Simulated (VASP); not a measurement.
# Li2S (Fm-3m) in VASP: a series of runs, part 3 of 3

VASP 6.6.1.

### Step 5. Relaxation of cell and atoms, PBE, target pressure 20 GPa, at which the enthalpy is minimised

This run uses another cell than the first one, of 15.34 Å³/atom.

Contents of INCAR:

```
SYSTEM = Li2S
  PREC = Accurate
  ENCUT = 750
  EDIFF = 1E-7
  ISMEAR = 0
  SIGMA = 0.01
  LREAL = .FALSE.
  LASPH = .TRUE.
  NELM = 120
  ALGO = Normal
  ISIF = 3
  LWAVE = .FALSE.
  LCHARG = .FALSE.
  GGA = PE
  IBRION = 2
  NSW = 80
  EDIFFG = -0.03
  PSTRESS = 200.0
  GGA_COMPAT = .FALSE.
  NELMIN = 4
```

Contents of KPOINTS:

```
regular mesh
0
G
  6 6 6
  0 0 0
```

Contents of POSCAR:

```
Li2S
1.0
    0.0000000000      2.8445000000      2.8445000000
    2.8445000000      0.0000000000      2.8445000000
    2.8445000000      2.8445000000      0.0000000000
Li S
2 1
Direct
    0.2500000000      0.2500000000      0.2500000000
    0.7500000000      0.7500000000      0.7500000000
    0.0000000000      0.0000000000      0.0000000000
```

Potentials or basis: VASP PAW PBE potentials, release 64 (Li_sv, S).

The run is started by

```sh
cat potpaw_PBE.64/Li_sv/POTCAR potpaw_PBE.64/S/POTCAR > POTCAR
mpirun -np 1 vasp_std > vasp.out
```

OUTCAR:

```text
SYSTEM = Li2S
   PREC = Accurate
   ENCUT = 750
   EDIFF = 1E-7
   ISMEAR = 0
   LREAL = .FALSE.
   LASPH = .TRUE.
   NELM = 120
   ISIF = 3
   GGA = PE
   IBRION = 2
   NSW = 80
   EDIFFG = -0.03
   PSTRESS = 200.0
   NELMIN = 4

 ion  position               nearest neighbor table
   1  0.250  0.250  0.250-   3 2.46   3 2.46   3 2.46   3 2.46
   2  0.750  0.750  0.750-   3 2.46   3 2.46   3 2.46   3 2.46
   3  0.000  0.000  0.000-   2 2.46   2 2.46   2 2.46   1 2.46   2 2.46   1 2.46   1 2.46   1 2.46

  LATTYP: Found a face centered cubic cell.
 ALAT       =     5.6890000000

  Lattice vectors:

 A1 = (   0.0000000000,   2.8445000000,   2.8445000000)
 A2 = (   2.8445000000,   0.0000000000,   2.8445000000)
 A3 = (   2.8445000000,   2.8445000000,   0.0000000000)

Analysis of symmetry for initial positions (statically):
=====================================================================
 Subroutine PRICEL returns:
 Original cell was already a primitive cell.

 Routine SETGRP: Setting up the symmetry group for a
 face centered cubic supercell.

 Subroutine GETGRP returns: Found 48 space group operations
 (whereof 48 operations were pure point group operations)
 out of a pool of 48 trial point group operations.

The static configuration has the point symmetry O_h .

Analysis of symmetry for dynamics (positions and initial velocities):
=====================================================================
 Subroutine PRICEL returns:
 Original cell was already a primitive cell.

 Routine SETGRP: Setting up the symmetry group for a
 face centered cubic supercell.

 Subroutine GETGRP returns: Found 48 space group operations
 (whereof 48 operations were pure point group operations)
 out of a pool of 48 trial point group operations.

The dynamic configuration has the point symmetry O_h .

 Subroutine INISYM returns: Found 48 space group operations
 (whereof 48 operations are pure point group operations),
 and found     1 'primitive' translations

----------------------------------------------------------------------------------------

[... 96 lines left out ...]
   NELECT =      12.0000    total number of electrons
   NUPDOWN=      -1.0000    fix difference up-down
   EMIN   =  10.00;   EMAX   =-10.00  energy-range for DOS
   EFERMI =   0.00;   METHOD = LEGACY
   ISMEAR =     0;   SIGMA  =   0.01  broadening in eV -4-tet -1-fermi 0-gaus
   EFERMI_NEDOS =   21; number of points for ismear=-14 and -15
   IALGO  =     38    algorithm
   IMIX   =      4    mixing-type and parameters
     AMIX     =   0.40;   BMIX     =  1.00
     AMIX_MAG =   1.60;   BMIX_MAG =  1.00
  volume/ion in A,a.u.               =      15.34       103.54
  Fermi-wavevector in a.u.,A,eV,Ry     =   1.045810  1.976294 14.880934  1.093718
  Thomas-Fermi vector in A             =   2.180621
   LORBIT       =      0    0 simple, 1 ext, 2 COOP (PROOUT), +10 PAW based schemes
   GGA     = PE    functional components
   LHFCALC =     F    Hartree Fock is set to
   AEXX    =    0.0000 exact exchange contribution
   IVDW    =     0    specifies the selected vdW correction
   LEPSILON=     F    determine dielectric tensor
   LRPA    =     F    only Hartree local field effects (RPA)
 conjugate gradient relaxation of ions
 non-spin polarized calculation
 Gauss-broadening in eV      SIGMA  =   0.01
  energy-cutoff  :      750.00
  volume of cell :       46.03
 maximum number of plane-waves:      2168
   NGX = 17   NGY = 17   NGZ = 17

--------------------------------------- Ionic step        1  -------------------------------------------

 number of electron      11.9999998 magnetization

 Free energy of the ion-electron system (eV)
  ---------------------------------------------------
  ext. energy  EPLUGINS =         0.00000000
  ---------------------------------------------------
  free energy    TOTEN  =       -11.99445752 eV

  energy without entropy =      -11.99445752  energy(sigma->0) =      -11.99445752

------------------------ aborting loop because EDIFF is reached ----------------------------------------

  FORCE on cell =-STRESS in cart. coord.  units (eV):
  Direction    XX          YY          ZZ          XY          YZ          ZX
  --------------------------------------------------------------------------------------
  -------------------------------------------------------------------------------------
  Total        0.0681575      0.0681575      0.0681575      0.0000000      0.0000000      0.0000000
  in kB        2.3723370      2.3723370      2.3723370      0.0000000      0.0000000      0.0000000
  external PRESSURE =    -197.6276630 kB  Pullay stress =     200.0000000 kB
[... 65 lines left out ...]
--------------------------------------- Ionic step        3  -------------------------------------------

 number of electron      11.9999998 magnetization

 Free energy of the ion-electron system (eV)
  ---------------------------------------------------
  ext. energy  EPLUGINS =         0.00000000
  ---------------------------------------------------
  free energy    TOTEN  =       -11.43015421 eV

  energy without entropy =      -11.43015421  energy(sigma->0) =      -11.43015421

 E-fermi :   3.5742     XC(G=0):  -9.6186

 val. band max:        3.5027432285   @ k =   0.0000   0.0000   0.0000
 cond. band min:       6.5654516307   @ k =   0.5000   0.5000   0.0000
 fundamental gap:      3.0627084022
 Fermi energy:         3.5742379483

 k-point     1 :       0.0000    0.0000    0.0000
  band No.  band energies     occupation
      1     -40.3476      2.00000
      2     -40.2248      2.00000
      3      -8.4005      2.00000
      4       3.5027      2.00000
      5       3.5027      2.00000
      6       3.5027      2.00000
      7       9.3851      0.00000
      8       9.7277      0.00000
      9       9.7277      0.00000
     10       9.7277      0.00000
[... 227 lines left out ...]
  energy  without entropy=      -11.4301542122  energy(sigma->0) =      -11.43015421

  enthalpy is  TOTEN    =        -7.0668714652 eV   P V=        4.3632827470

 reached required accuracy - stopping structural energy minimisation
```

CONTCAR:

```text
Li2S
   1.00000000000000
     0.0000000000000000    2.5951032961143903    2.5951032961143903
     2.5951032961143903    0.0000000000000000    2.5951032961143903
     2.5951032961143903    2.5951032961143903    0.0000000000000000
  Li              S
     2     1
Direct
     0.2500000000000000    0.2500000000000000    0.2500000000000000
     0.7500000000000000    0.7500000000000000    0.7500000000000000
     0.0000000000000000    0.0000000000000000    0.0000000000000000

  0.00000000E+00  0.00000000E+00  0.00000000E+00
  0.00000000E+00  0.00000000E+00  0.00000000E+00
  0.00000000E+00  0.00000000E+00  0.00000000E+00
```

Wall time 31 s (1 thread of Intel Xeon Platinum 8559C (Emerald Rapids), shared host); peak memory 0.2 GiB.

What came out:

```yaml
Free_energy: -11.4302 eV
Relaxed_volume: 11.65 Å³/atom
Relaxed_cell: a = 3.670 Å, b = 3.670 Å, c = 3.670 Å, α = 60.00°, β = 60.00°, γ = 60.00°
Space_group_after_relaxing_to_0.1_Å: Fm-3m (No. 225)
Energy_change_on_relaxing_the_run_minimises_the_enthalpy: +188.1 meV/atom
Ionic_steps: 3
Pressure_after_relaxing: 20.1 GPa
Band_gap_on_the_k_mesh: 3.06 eV (least direct gap 5.15 eV)
```

Step by step:
| step | energy change (eV) | largest force (eV/Å) | pressure (GPa) | volume (Å³) |
| --- | --- | --- | --- | --- |
| 1 | 0.0000 | 0.0000 | 0.24 | 46.03 |
| 2 | 0.6181 | 0.0000 | 21.42 | 34.54 |
| 3 | 0.5643 | 0.0000 | 20.07 | 34.95 |

Final structure:
```
Li S
1.0
     0.00000    2.59510    2.59510
     2.59510    0.00000    2.59510
     2.59510    2.59510    0.00000
Li S
2 1
Cartesian
  1.2976 1.2976 1.2976
  3.8927 3.8927 3.8927
  0.0000 0.0000 0.0000
```

Levels at points of the mesh, in eV from the valence-band top:
| k point | band 4 | band 5 | band 6 | band 7 | band 8 | band 9 |
| --- | --- | --- | --- | --- | --- | --- |
| (0.00, 0.00, 0.00) | 0.00 | 0.00 | 0.00 | 5.88 | 6.23 | 6.23 |
| (0.50, 0.00, 0.00) | -3.93 | -0.75 | -0.75 | 6.58 | 6.58 | 7.52 |
| (0.50, 0.50, 0.00) | -2.81 | -2.09 | -2.09 | 3.06 | 7.83 | 13.30 |

Caveat: the cell is relaxed towards a set pressure, so the run minimises the enthalpy, not the energy; the volume moved by over 15 % at a fixed basis, so the end points are rough. As with any semilocal functional, this PBE gap is likely too small.

### Step 6. Relaxation of cell and atoms, PBE, target pressure 30 GPa, at which the enthalpy is minimised

This run uses another cell than the first one, of 15.34 Å³/atom.

Contents of INCAR:

```
SYSTEM = Li2S
ALGO = Normal
EDIFF = 1E-7
EDIFFG = -0.03
ENCUT = 750
GGA = PE
GGA_COMPAT = .FALSE.
IBRION = 2
ISIF = 3
ISMEAR = 0
LASPH = .TRUE.
LCHARG = .FALSE.
LREAL = .FALSE.
LWAVE = .FALSE.
NELM = 120
NELMIN = 4
NSW = 80
PREC = Accurate
PSTRESS = 300.0
SIGMA = 0.01
```

Contents of KPOINTS:

```
k-points
0
G
  6 6 6
  0 0 0
```

POSCAR is that of step 5.

Potentials or basis: VASP PAW PBE potentials, release 64 (Li_sv, S).

The run is started by

```sh
cat potpaw_PBE.64/Li_sv/POTCAR potpaw_PBE.64/S/POTCAR > POTCAR
mpirun -np 1 vasp_std > vasp.out
```

It took 36 s on 1 thread of Intel Xeon Platinum 8559C (Emerald Rapids), shared host; peak memory 0.2 GiB.

Results (log left out):

* Free energy: -11.0071 eV
* Relaxed volume: 10.74 Å³/atom
* Relaxed cell: a = 3.572 Å, b = 3.572 Å, c = 3.572 Å, α = 60.00°, β = 60.00°, γ = 60.00°
* Space group after relaxing (to 0.1 Å): Fm-3m (No. 225)
* Energy change on relaxing (the run minimises the enthalpy): +329.1 meV/atom
* Ionic steps: 3
* Pressure after relaxing: 30.3 GPa
* Band gap on the k mesh: 2.91 eV (least direct gap 5.24 eV)

Step by step:
```
step  energy change (eV)  largest force (eV/Å)  pressure (GPa)  volume (Å³)
   1              0.0000                0.0000            0.24        46.03
   2              1.6090                0.0000           44.43        29.53
   3              0.9873                0.0000           30.26        32.23
```

Final structure:
```cif
data_structure
_symmetry_space_group_name_H-M 'P 1'
_symmetry_Int_Tables_number 1
_cell_length_a 3.5721
_cell_length_b 3.5721
_cell_length_c 3.5721
_cell_angle_alpha 60.000
_cell_angle_beta 60.000
_cell_angle_gamma 60.000
_cell_volume 32.23
loop_
_atom_site_label
_atom_site_type_symbol
_atom_site_fract_x
_atom_site_fract_y
_atom_site_fract_z
_atom_site_occupancy
Li1 Li 0.25000 0.25000 0.25000 1
Li2 Li 0.75000 0.75000 0.75000 1
S1 S 0.00000 0.00000 0.00000 1
```

Levels at points of the mesh, in eV from the valence-band top:
```
           k point  band 3  band 4  band 5  band 6  band 7  band 8  band 9  band 10
(0.00, 0.00, 0.00)  -12.21    0.00    0.00    0.00    6.16    6.16    6.16     6.42
(0.50, 0.00, 0.00)  -11.45   -4.29   -0.84   -0.84    6.52    6.52    7.96    10.25
(0.50, 0.50, 0.00)  -11.26   -3.01   -2.33   -2.33    2.91    8.04   14.00    14.00
```

Caveat: the cell is relaxed towards a set pressure, so the run minimises the enthalpy, not the energy; the volume moved by over 15 % at a fixed basis, so the end points are rough. A k mesh can miss the band edges.

### Step 7. Relaxation of cell and atoms, PBE, target pressure 40 GPa, at which the enthalpy is minimised

This run uses another cell than the first one, of 15.34 Å³/atom.

Contents of INCAR:

```
PREC = Accurate ; ENCUT = 750
EDIFF = 1E-7 ; ISMEAR = 0
SIGMA = 0.01 ; LREAL = F
LASPH = T ; NELM = 120
ALGO = Normal ; ISIF = 3
LWAVE = F ; LCHARG = F
GGA = PE ; IBRION = 2
NSW = 80 ; EDIFFG = -0.03
PSTRESS = 400.0 ; GGA_COMPAT = F
NELMIN = 4
```

Contents of KPOINTS:

```
Automatic mesh
0
Gamma
  6 6 6
```

POSCAR is that of step 6.

The run is started by

```sh
cat potpaw_PBE.64/Li_sv/POTCAR potpaw_PBE.64/S/POTCAR > POTCAR
mpirun -np 1 vasp_std > vasp.out
```

Run time: 55 s. Hardware: 1 thread of Intel Xeon Platinum 8559C (Emerald Rapids), shared host; peak memory 0.2 GiB.

It converged, with:

```
Free energy                                                : -10.5820 eV
Relaxed volume                                             : 10.09 Å³/atom
Relaxed cell                                               : a = 3.499 Å, b = 3.499 Å, c = 3.499 Å, α = 60.00°, β = 60.00°, γ = 60.00°
Space group after relaxing (to 0.1 Å)                      : Fm-3m (No. 225)
Energy change on relaxing (the run minimises the enthalpy) : +470.8 meV/atom
Ionic steps                                                : 6
Pressure after relaxing                                    : 40.0 GPa
Band gap on the k mesh                                     : 2.77 eV (least direct gap 5.31 eV)
```

Step by step:
```
step  energy change (eV)  largest force (eV/Å)  pressure (GPa)  volume (Å³)
   1              0.0000                0.0000            0.24        46.03
   2              3.3439                0.0000           83.24        25.04
   3              1.3899                0.0000           39.49        30.37
   4              1.4578                0.0000           41.03        30.10
   5              1.3910                0.0000           39.51        30.37
   6              1.4124                0.0000           40.00        30.28
```

Final structure:
```
Li S
1.0
     0.00000    2.47387    2.47387
     2.47387    0.00000    2.47387
     2.47387    2.47387    0.00000
Li S
2 1
Direct
  0.25000 0.25000 0.25000
  0.75000 0.75000 0.75000
  0.00000 0.00000 0.00000
```

Levels at points of the mesh, in eV from the valence-band top:
| k point | band 4 | band 5 | band 6 | band 7 | band 8 | band 9 |
| --- | --- | --- | --- | --- | --- | --- |
| (0.00, 0.00, 0.00) | 0.00 | 0.00 | 0.00 | 6.09 | 6.09 | 6.09 |
| (0.50, 0.00, 0.00) | -4.59 | -0.92 | -0.92 | 6.46 | 6.46 | 8.32 |
| (0.50, 0.50, 0.00) | -3.17 | -2.54 | -2.54 | 2.77 | 8.20 | 14.56 |

Caveat: the cell is relaxed towards a set pressure, so the run minimises the enthalpy, not the energy; the volume moved by over 15 % at a fixed basis, so the end points are rough. A k mesh can miss the band edges.

### Step 8. The runs side by side

```csv
task,cell,gap on the mesh (eV),pressure (GPa)
single point,"a = 4.035 Å, angles 60.0°, 3 atoms",3.39,-0.1
relaxation of cell and atoms,"relaxed from a = 4.023 Å, angles 60.0°, 3 atoms",3.39,0.2
relaxation of cell and atoms,"relaxed to 10 GPa from a = 4.023 Å, angles 60.0°, 3 atoms",3.23,9.8
relaxation of cell and atoms,"relaxed to 20 GPa from a = 4.023 Å, angles 60.0°, 3 atoms",3.06,20.1
relaxation of cell and atoms,"relaxed to 30 GPa from a = 4.023 Å, angles 60.0°, 3 atoms",2.91,30.3
relaxation of cell and atoms,"relaxed to 40 GPa from a = 4.023 Å, angles 60.0°, 3 atoms",2.77,40.0
```

Alike in all rows: level PBE; potentials or basis VASP PAW PBE potentials, release 64 (Li_sv, S); no spin polarisation; k mesh 6 × 6 × 6; cutoff (eV) 750; smearing gaussian 0.01 eV.

Caveats: the cell is relaxed towards a set pressure, so the run minimises the enthalpy, not the energy (at least some runs); the volume moved by over 15 % at a fixed basis, so the end points are rough (at least some runs); the relaxation stopped at its first step, so nothing moved (at least some runs).

Absolute energies hang on the potentials; compare differences alone.
